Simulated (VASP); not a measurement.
In, 1 atom in the cell. The structure is orthorhombic, space group Fmmm (No. 69). Conventional cell: a = 3.765 Å, b = 5.058 Å, c = 5.591 Å, α = 90.00°, β = 90.00°, γ = 90.00°. Within 4.1 Å of In (site symmetry mmm) lie 14 In at 3.15 to 3.77 Å.  This cell differs from its parent crystal: strain -0.1000 x Voigt [0, 0, 0, 0, 0, 1].

* Program: VASP 6.6.1
* Task: single point
* Functional: PBE
* Potentials or basis: VASP PAW PBE potentials, release 64 (In_d)
* Cutoff: 520 eV
* k mesh: 18 × 18 × 18
* Occupations: gaussian, width 0.15 eV
* Spin: no spin polarisation
* Dipole correction: no
* Further INCAR settings: ALGO = Fast; EDIFF = 1e-07; NBANDS = 12

Potentials or basis: VASP PAW PBE potentials, release 64 (In_d).

Command:

```sh
$ cat potpaw_PBE.64/In_d/POTCAR > POTCAR
$ mpirun -np 1 vasp_std > vasp.out
```

Hardware: 1 thread of Intel(R) Xeon(R) Platinum 8259CL CPU @ 2.50GHz (Skylake/Cascade Lake) (shared host).

**Question.** Estimate the wall time of this run.

**Answer.** Wall time 4.2 min on 1 thread of Intel(R) Xeon(R) Platinum 8259CL CPU @ 2.50GHz (Skylake/Cascade Lake) (shared host), peak memory 0.37 GiB. Counts: scf iterations 15, k points 865.
